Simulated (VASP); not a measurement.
# PbO (P4/nmm) in VASP: a series of runs

PbO is run at these levels: PBEsol, LDA, PBE; tasks: single point, relaxation of shape and atoms at fixed volume.

Program: VASP 6.6.1. These are calculated values, not measurements. Logs are shortened: lines on timing, memory, paths and dates and some standing lists are left out, and cuts for length are marked.

## Step 1: The cell of the first run

The structure is tetragonal, space group P4/nmm (No. 129). Conventional cell: a = 4.057 Å, b = 4.057 Å, c = 5.597 Å, α = 90.00°, β = 90.00°, γ = 90.00°. Pb (site symmetry 4mm) has 4 O at 2.35 Å within 3.1 Å. Within 3.1 Å of O (site symmetry -4m2) lie 4 Pb at 2.35 Å and 4 O at 2.87 Å.

## Step 2: Single point, PBEsol

INCAR

```
SYSTEM = PbO
PREC = Accurate
ENCUT = 520
EDIFF = 1E-6
ISMEAR = 0
SIGMA = 0.05
LREAL = .False.
LASPH = .True.
NELM = 80
ALGO = Normal
ISIF = 2
LWAVE = .False.
LCHARG = .True.
GGA = PS
LELF = .True.
LVHAR = .True.
NBANDS = 28
```

KPOINTS

```
Automatic mesh
0
Gamma
  8 8 6
  0 0 0
```

POSCAR

```
PbO
1.0
    4.0568204757      0.0000000000      0.0000000000
    0.0000000000      4.0568204757      0.0000000000
    0.0000000000      0.0000000000      5.5970750290
Pb O
2 2
Direct
    0.5000000000      0.0000000000      0.2126163549
    0.0000000000      0.5000000000      0.7873836451
    0.0000000000      0.0000000000      0.0000000000
    0.5000000000      0.5000000000      0.0000000000
```

Potentials or basis: VASP PAW PBE potentials, release 64 (Pb_d, O).

Run with:

```
cat potpaw_PBE.64/Pb_d/POTCAR potpaw_PBE.64/O/POTCAR > POTCAR
mpirun -np 1 vasp_std > vasp.out
```

OUTCAR:

```text
SYSTEM = PbO
   PREC = Accurate
   ENCUT = 520
   EDIFF = 1E-6
   ISMEAR = 0
   LREAL = .False.
   LASPH = .True.
   NELM = 80
   ISIF = 2
   GGA = PS

 ion  position               nearest neighbor table
   1  0.500  0.000  0.213-   3 2.35   4 2.35   4 2.35   3 2.35   2 3.73   2 3.73   2 3.73   2 3.73

   2  0.000  0.500  0.787-   3 2.35   4 2.35   3 2.35   4 2.35   1 3.73   1 3.73   1 3.73   1 3.73

   3  0.000  0.000  0.000-   1 2.35   2 2.35   2 2.35   1 2.35
   4  0.500  0.500  0.000-   1 2.35   2 2.35   1 2.35   2 2.35

  LATTYP: Found a simple tetragonal cell.
 ALAT       =     4.0568204757
 C/A-ratio  =     1.3796703755

  Lattice vectors:

 A1 = (   4.0568204757,   0.0000000000,   0.0000000000)
 A2 = (   0.0000000000,   4.0568204757,   0.0000000000)
 A3 = (   0.0000000000,   0.0000000000,   5.5970750290)

Analysis of symmetry for initial positions (statically):
=====================================================================
 Subroutine PRICEL returns:
 Original cell was already a primitive cell.

 Routine SETGRP: Setting up the symmetry group for a
 simple tetragonal supercell.

 Subroutine GETGRP returns: Found 16 space group operations
 (whereof  8 operations were pure point group operations)
 out of a pool of 16 trial point group operations.

The static configuration has the point symmetry D_2d.
 The point group associated with its full space group is D_4h.

Analysis of symmetry for dynamics (positions and initial velocities):
=====================================================================
 Subroutine PRICEL returns:
 Original cell was already a primitive cell.

 Routine SETGRP: Setting up the symmetry group for a
 simple tetragonal supercell.

 Subroutine GETGRP returns: Found 16 space group operations
 (whereof  8 operations were pure point group operations)
 out of a pool of 16 trial point group operations.

The dynamic configuration has the point symmetry D_2d.
 The point group associated with its full space group is D_4h.

 Subroutine INISYM returns: Found 16 space group operations
 (whereof  8 operations are pure point group operations),
 and found     1 'primitive' translations

----------------------------------------------------------------------------------------

                                     Primitive cell

  volume of cell :      92.1155

  direct lattice vectors                    reciprocal lattice vectors
     4.056820476  0.000000000  0.000000000     0.246498460  0.000000000  0.000000000
     0.000000000  4.056820476  0.000000000     0.000000000  0.246498460  0.000000000
     0.000000000  0.000000000  5.597075029     0.000000000  0.000000000  0.178664748

  length of vectors
     4.056820476  4.056820476  5.597075029     0.246498460  0.246498460  0.178664748

  position of ions in fractional coordinates (direct lattice)
     0.500000000  0.000000000  0.212616355
     0.000000000  0.500000000  0.787383645
     0.000000000  0.000000000  0.000000000
     0.500000000  0.500000000  0.000000000

  ion indices of the primitive-cell ions
   primitive index   ion index
                 1           1
                 2           2
                 3           3
                 4           4

----------------------------------------------------------------------------------------

 KPOINTS: Automatic mesh

Automatic generation of k-mesh.
 Grid dimensions read from file:
 generate k-points for:    8    8    6

 Generating k-lattice:

  Cartesian coordinates                     Fractional coordinates (reciprocal lattice)
     0.030812308  0.000000000  0.000000000     0.125000000  0.000000000  0.000000000
     0.000000000  0.030812308  0.000000000     0.000000000  0.125000000  0.000000000
     0.000000000  0.000000000  0.029777458     0.000000000  0.000000000  0.166666667

  Length of vectors
     0.030812308  0.030812308  0.029777458

  Shift w.r.t. Gamma in fractional coordinates (k-lattice)
     0.000000000  0.000000000  0.000000000

 Subroutine IBZKPT returns following result:
 ===========================================

[... 42 lines left out ...]
   NGX = 15   NGY = 15   NGZ = 21

 number of electron      40.0000001 magnetization

 Free energy of the ion-electron system (eV)
  ---------------------------------------------------
  ext. energy  EPLUGINS =         0.00000000
  ---------------------------------------------------
  free energy    TOTEN  =       -22.81170468 eV

  energy without entropy =      -22.81170468  energy(sigma->0) =      -22.81170468

 E-fermi :   3.7768     XC(G=0):  -9.2216

 val. band max:        3.5574987005   @ k =   0.1250   0.0000   0.0000
 cond. band min:       5.2654905151   @ k =   0.0000   0.0000   0.3333
 fundamental gap:      1.7079918146
 Fermi energy:         3.7768408009

 k-point     1 :       0.0000    0.0000    0.0000
  band No.  band energies     occupation
      1     -14.2892      2.00000
      2     -13.8722      2.00000
      3     -12.2259      2.00000
      4     -12.2259      2.00000
      5     -12.1748      2.00000
      6     -12.1696      2.00000
[... 20 lines left out ...]
     27      11.2756      0.00000
     28      11.8800      0.00000

 k-point     2 :       0.1250    0.0000    0.0000
  band No.  band energies     occupation
      1     -14.2623      2.00000
      2     -13.8805      2.00000
      3     -12.2224      2.00000
      4     -12.2173      2.00000
      5     -12.1664      2.00000
      6     -12.1613      2.00000
[... 20 lines left out ...]
     27      11.5375      0.00000
     28      12.8085      0.00000

 k-point     3 :       0.2500    0.0000    0.0000
  band No.  band energies     occupation
      1     -14.1932      2.00000
      2     -13.9076      2.00000
      3     -12.2126      2.00000
      4     -12.1946      2.00000
      5     -12.1411      2.00000
      6     -12.1376      2.00000
[... 20 lines left out ...]
     27      11.8288      0.00000
     28      14.2756      0.00000

 k-point     4 :       0.3750    0.0000    0.0000
  band No.  band energies     occupation
      1     -14.1070      2.00000
      2     -13.9562      2.00000
      3     -12.1981      2.00000
      4     -12.1675      2.00000
      5     -12.1569      2.00000
      6     -12.1298      2.00000
[... 578 lines left out ...]
     27      12.5262      0.00000
     28      13.8458      0.00000

 k-point    23 :       0.3750    0.1250    0.1667
  band No.  band energies     occupation
      1     -14.0952      2.00000
      2     -13.9572      2.00000
      3     -12.1908      2.00000
      4     -12.1628      2.00000
      5     -12.1528      2.00000
      6     -12.1225      2.00000
[... 20 lines left out ...]
     27      12.5982      0.00000
     28      13.1158      0.00000

 k-point    24 :       0.5000    0.1250    0.1667
  band No.  band energies     occupation
      1     -14.0199      2.00000
      2     -14.0199      2.00000
      3     -12.1747      2.00000
      4     -12.1747      2.00000
      5     -12.1380      2.00000
      6     -12.1380      2.00000
[... 20 lines left out ...]
     27      12.7058      0.00000
     28      12.7058      0.00000

 [... further k-points ...]
[... 5 lines left out ...]
  --------------------------------------------------------------------------------------
  -------------------------------------------------------------------------------------
  Total       -1.9032170     -1.9032170     -1.3902451      0.0000000      0.0000000      0.0000000
  in kB      -33.1029111    -33.1029111    -24.1807215      0.0000000      0.0000000      0.0000000
  external PRESSURE =     -30.1288479 kB  Pullay stress =       0.0000000 kB

 VOLUME and BASIS-vectors are now :
 -----------------------------------------------------------------------------
  energy-cutoff  :      520.00
  volume of cell :       92.12
      direct lattice vectors                 reciprocal lattice vectors
     4.056820476  0.000000000  0.000000000     0.246498460  0.000000000  0.000000000
     0.000000000  4.056820476  0.000000000     0.000000000  0.246498460  0.000000000
     0.000000000  0.000000000  5.597075029     0.000000000  0.000000000  0.178664748

 POSITION                                       TOTAL-FORCE (eV/Angst)
 -----------------------------------------------------------------------------------
      2.02841      0.00000      1.19003         0.000000      0.000000     -0.329518
      0.00000      2.02841      4.40705         0.000000      0.000000      0.329518
      0.00000      0.00000      0.00000         0.000000     -0.000000      0.000000
      2.02841      2.02841      0.00000         0.000000      0.000000      0.000000
 -----------------------------------------------------------------------------------
    total drift:                                0.000000      0.000000      0.000000

  FREE ENERGIE OF THE ION-ELECTRON SYSTEM (eV)
  ---------------------------------------------------
  free  energy   TOTEN  =       -22.8117046832 eV

  energy  without entropy=      -22.8117046832  energy(sigma->0) =      -22.81170468
```

It took 81 s on 1 thread of AMD EPYC 9R45 (Zen 5), shared host; peak memory 0.24 GiB.

What came out:

```yaml
Free_energy: -22.8117 eV
Pressure: -3.0 GPa
Largest_force: 0.330 eV/Å
Band_gap_on_the_k_mesh: 1.71 eV, indirect (least direct gap 1.84 eV)
```

Forces on the atoms (eV/Å):
```
Pb   0.000  0.000 -0.330
Pb   0.000  0.000  0.330
O    0.000  0.000  0.000
O    0.000  0.000  0.000
```

Levels at points of the mesh, in eV from the valence-band top:
| k point | band 17 | band 18 | band 19 | band 20 | band 21 | band 22 | band 23 | band 24 |
| --- | --- | --- | --- | --- | --- | --- | --- | --- |
| (0.00, 0.00, 0.00) | -1.47 | -1.46 | -1.46 | 0.00 | 1.84 | 4.38 | 5.96 | 5.96 |
| (0.50, 0.00, 0.00) | -2.74 | -2.74 | -1.30 | -1.30 | 3.09 | 3.09 | 5.65 | 5.65 |
| (0.50, 0.50, 0.00) | -1.57 | -1.57 | -0.84 | -0.84 | 1.75 | 1.75 | 5.16 | 5.16 |
| (0.00, 0.00, 0.50) | -1.48 | -1.47 | -1.47 | -0.74 | 1.71 | 4.22 | 4.49 | 4.49 |
| (0.50, 0.00, 0.50) | -2.72 | -2.72 | -0.88 | -0.88 | 2.83 | 2.83 | 6.38 | 6.38 |
| (0.50, 0.50, 0.50) | -1.85 | -1.85 | -0.84 | -0.84 | 3.70 | 3.70 | 3.92 | 3.92 |

Caveat: the PAW data sets were made with another functional, which shifts forces and pressure a little; spin-orbit coupling is left out, which moves the levels of the heavy elements.

## Step 3: Single point, LDA

INCAR

```
SYSTEM = PbO
PREC = Accurate
ENCUT = 520
EDIFF = 1E-7
ISMEAR = 0
SIGMA = 0.05
LREAL = .FALSE.
LASPH = .TRUE.
NELM = 80
ALGO = Normal
ISIF = 2
LWAVE = .FALSE.
LCHARG = .FALSE.
NBANDS = 28
```

KPOINTS

```
Automatic mesh
0
G
  8 8 6
  0 0 0
```

POSCAR is that of step 2.

Potentials or basis: VASP PAW LDA potentials, release 64 (Pb_d, O).

Run with:

```
cat potpaw_LDA.64/Pb_d/POTCAR potpaw_LDA.64/O/POTCAR > POTCAR
mpirun -np 1 vasp_std > vasp.out
```

Run time: 72 s. Hardware: 1 thread of AMD EPYC 9R45 (Zen 5), shared host; peak memory 0.22 GiB.

Results (log left out):

```yaml
Free_energy: -24.2253 eV
Pressure: -5.2 GPa
Largest_force: 0.596 eV/Å
Band_gap_on_the_k_mesh: 1.65 eV, indirect (least direct gap 1.84 eV)
```

Forces in eV/Å, atoms in the order of the input:
```
Pb   0.000  0.000 -0.596
Pb   0.000  0.000  0.596
O    0.000  0.000  0.000
O    0.000  0.000  0.000
```

Stress tensor (GPa, compression positive):
```
-5.69  0.00  0.00
 0.00 -5.69  0.00
 0.00  0.00 -4.18
```

Levels at points of the mesh, in eV from the valence-band top:
```
           k point  band 17  band 18  band 19  band 20  band 21  band 22  band 23  band 24
(0.00, 0.00, 0.00)    -1.47    -1.47    -1.47    -0.01     1.83     4.30     5.90     5.90
(0.50, 0.00, 0.00)    -2.75    -2.75    -1.31    -1.31     3.06     3.06     5.60     5.60
(0.50, 0.50, 0.00)    -1.57    -1.57    -0.85    -0.85     1.73     1.73     5.12     5.12
(0.00, 0.00, 0.50)    -1.49    -1.48    -1.48    -0.74     1.65     4.21     4.44     4.44
(0.50, 0.00, 0.50)    -2.74    -2.74    -0.88    -0.88     2.80     2.80     6.32     6.32
(0.50, 0.50, 0.50)    -1.85    -1.85    -0.85    -0.85     3.67     3.67     3.89     3.89
```

Caveat: spin-orbit coupling is left out, which moves the levels of the heavy elements.

## Step 4: Relaxation of shape and atoms at fixed volume, PBE (volume scaled by 0.960)

INCAR

```
SYSTEM = PbO
  PREC = Accurate
  ENCUT = 600
  EDIFF = 1E-6
  ISMEAR = 0
  SIGMA = 0.05
  LREAL = .FALSE.
  LASPH = .TRUE.
  NELM = 100
  ALGO = Normal
  ISIF = 4
  LWAVE = .FALSE.
  LCHARG = .FALSE.
  GGA = PE
  IBRION = 2
  NSW = 60
  EDIFFG = -0.01
```

KPOINTS is that of step 3.

POSCAR

```
PbO
1.0
    4.0232350774      0.0000000000      0.0000000000
    0.0000000000      4.0232350774      0.0000000000
    0.0000000000      0.0000000000      5.4632757646
Pb O
2 2
Direct
    0.5000000000      0.0000000000      0.2165065854
    0.0000000000      0.5000000000      0.7834934146
    0.0000000000      0.0000000000      0.0000000000
    0.5000000000      0.5000000000      0.0000000000
```

Potentials or basis: VASP PAW PBE potentials, release 64 (Pb_d, O).

Run with:

```
cat potpaw_PBE.64/Pb_d/POTCAR potpaw_PBE.64/O/POTCAR > POTCAR
mpirun -np 1 vasp_std > vasp.out
```

Wall time 6.2 min (1 thread of Intel Xeon 6975P-C, shared host); peak memory 0.31 GiB.

It converged, with:

```
Free energy                  : -21.5171 eV
Energy gained by relaxing    : 2.3 meV/atom
Ionic steps                  : 5
Pressure after relaxing      : 0.3 GPa
Largest force after relaxing : 0.008 eV/Å
Band gap on the k mesh       : 1.62 eV, indirect (least direct gap 2.03 eV)
```

Forces in eV/Å, atoms in the order of the input:
```
Pb   0.000  0.000  0.008
Pb   0.000  0.000 -0.008
O    0.000  0.000  0.000
O    0.000  0.000  0.000
```

The path:
| step | energy change (eV) | largest force (eV/Å) | pressure (GPa) | volume (Å³) |
| --- | --- | --- | --- | --- |
| 1 | 0.0000 | 0.3138 | 1.72 | 88.43 |
| 2 | -0.0064 | 0.0849 | 0.96 | 88.43 |
| 3 | -0.0072 | 0.0186 | 0.61 | 88.43 |
| 4 | -0.0082 | 0.0096 | 0.51 | 88.43 |
| 5 | -0.0093 | 0.0084 | 0.30 | 88.43 |

Final structure:
```
Pb O
1.0
     4.05414    0.00000    0.00000
     0.00000    4.05414    0.00000
     0.00000    0.00000    5.38029
Pb O
2 2
Direct
  0.50000 0.00000 0.22114
  0.00000 0.50000 0.77886
  0.00000 0.00000 0.00000
  0.50000 0.50000 0.00000
```

Levels at points of the mesh, in eV from the valence-band top:
| k point | band 18 | band 19 | band 20 | band 21 | band 22 | band 23 |
| --- | --- | --- | --- | --- | --- | --- |
| (0.00, 0.00, 0.00) | -1.47 | -1.47 | 0.00 | 2.02 | 4.81 | 5.82 |
| (0.50, 0.00, 0.00) | -2.74 | -1.37 | -1.37 | 3.21 | 3.21 | 5.95 |
| (0.50, 0.50, 0.00) | -1.57 | -0.86 | -0.86 | 1.62 | 1.62 | 5.24 |
| (0.00, 0.00, 0.50) | -1.49 | -1.49 | -0.76 | 1.84 | 4.28 | 4.35 |
| (0.50, 0.00, 0.50) | -2.72 | -0.88 | -0.88 | 2.94 | 2.94 | 6.37 |
| (0.50, 0.50, 0.50) | -1.93 | -0.86 | -0.86 | 3.64 | 3.64 | 4.22 |

Caveat: the cell differs from its parent crystal (volume scaled by 0.960); spin-orbit coupling is left out, which moves the levels of the heavy elements. A k mesh can miss the band edges.

## Step 5: Relaxation of shape and atoms at fixed volume, PBE (volume scaled by 0.980)

INCAR

```
SYSTEM = PbO
PREC = Accurate
ENCUT = 600
EDIFF = 1E-7
ISMEAR = 0
SIGMA = 0.05
LREAL = .FALSE.
LASPH = .TRUE.
NELM = 80
ALGO = Normal
ISIF = 4
LWAVE = .FALSE.
LCHARG = .FALSE.
GGA = PE
IBRION = 2
NSW = 60
EDIFFG = -0.01
```

KPOINTS

```
regular mesh
0
G
  8 8 6
  0 0 0
```

POSCAR

```
PbO
1.0
    4.0295926723      0.0000000000      0.0000000000
    0.0000000000      4.0295926723      0.0000000000
    0.0000000000      0.0000000000      5.5595096352
Pb O
2 2
Direct
    0.5000000000      0.0000000000      0.2126163549
    0.0000000000      0.5000000000      0.7873836451
    0.0000000000      0.0000000000      0.0000000000
    0.5000000000      0.5000000000      0.0000000000
```

Run with:

```
cat potpaw_PBE.64/Pb_d/POTCAR potpaw_PBE.64/O/POTCAR > POTCAR
mpirun -np 1 vasp_std > vasp.out
```

It took 8.2 min on 1 thread of Intel Xeon 6975P-C, shared host; peak memory 0.31 GiB.

Results (log left out):

```yaml
Free_energy: -21.5208 eV
Energy_gained_by_relaxing: 2.1 meV/atom
Ionic_steps: 5
Pressure_after_relaxing: 0.1 GPa
Band_gap_on_the_k_mesh: 1.71 eV, indirect (least direct gap 1.96 eV)
```

Step by step:
| step | energy change (eV) | largest force (eV/Å) | pressure (GPa) | volume (Å³) |
| --- | --- | --- | --- | --- |
| 1 | 0.0000 | 0.3058 | 1.41 | 90.27 |
| 2 | -0.0060 | 0.0847 | 0.68 | 90.27 |
| 3 | -0.0066 | 0.0171 | 0.35 | 90.27 |
| 4 | -0.0076 | 0.0110 | 0.28 | 90.27 |
| 5 | -0.0085 | 0.0005 | 0.08 | 90.27 |

Final structure:
```
Pb O
1.0
     4.05470    0.00000    0.00000
     0.00000    4.05470    0.00000
     0.00000    0.00000    5.49088
Pb O
2 2
Direct
  0.50000 0.00000 0.21703
  0.00000 0.50000 0.78297
  0.00000 0.00000 0.00000
  0.50000 0.50000 0.00000
```

Levels at points of the mesh, in eV from the valence-band top:
```csv
k point,band 16,band 17,band 18,band 19,band 20,band 21,band 22,band 23,band 24
"(0.00, 0.00, 0.00)",-3.88,-1.47,-1.45,-1.45,0.00,1.96,4.64,5.90,5.90
"(0.50, 0.00, 0.00)",-2.92,-2.71,-2.71,-1.34,-1.34,3.17,3.17,5.82,5.82
"(0.50, 0.50, 0.00)",-3.13,-1.57,-1.57,-0.84,-0.84,1.71,1.71,5.24,5.24
"(0.00, 0.00, 0.50)",-3.81,-1.49,-1.47,-1.47,-0.76,1.83,4.29,4.44,4.44
"(0.50, 0.00, 0.50)",-3.22,-2.70,-2.70,-0.88,-0.88,2.90,2.90,6.42,6.42
"(0.50, 0.50, 0.50)",-3.37,-1.89,-1.89,-0.84,-0.84,3.68,3.68,4.09,4.09
```

Caveat: the cell differs from its parent crystal (volume scaled by 0.980); spin-orbit coupling is left out, which moves the levels of the heavy elements. A k mesh can miss the band edges.

## Step 6: Summary

| task | level | potentials or basis | cell | cutoff (eV) | gap on the mesh (eV) | pressure (GPa) | relaxed volume (Å³/atom) | largest force (eV/Å) |
| --- | --- | --- | --- | --- | --- | --- | --- | --- |
| single point | PBEsol | VASP PAW PBE potentials, release 64 (Pb_d, O) | a = 4.057, b = 4.057, c = 5.597 Å, 4 atoms | 520 | 1.71 | -3.0 | - | 0.33 |
| single point | LDA | VASP PAW LDA potentials, release 64 (Pb_d, O) | a = 4.057, b = 4.057, c = 5.597 Å, 4 atoms | 520 | 1.65 | -5.2 | - | 0.60 |
| relaxation of shape and atoms at fixed volume | PBE | VASP PAW PBE potentials, release 64 (Pb_d, O) | relaxed from a = 4.023, b = 4.023, c = 5.463 Å, 4 atoms | 600 | 1.62 | 0.3 | 22.11 | 0.01 |
| relaxation of shape and atoms at fixed volume | PBE | VASP PAW PBE potentials, release 64 (Pb_d, O) | relaxed from a = 4.030, b = 4.030, c = 5.560 Å, 4 atoms | 600 | 1.71 | 0.1 | 22.57 | - |

Alike in all rows: no spin polarisation; k mesh 8 × 8 × 6; smearing gaussian 0.05 eV.

Caveats: spin-orbit coupling is left out, which moves the levels of the heavy elements; the PAW data sets were made with another functional, which shifts forces and pressure a little (some runs).

Total energies depend on the potentials used, so only differences within one code and one set of settings carry meaning.
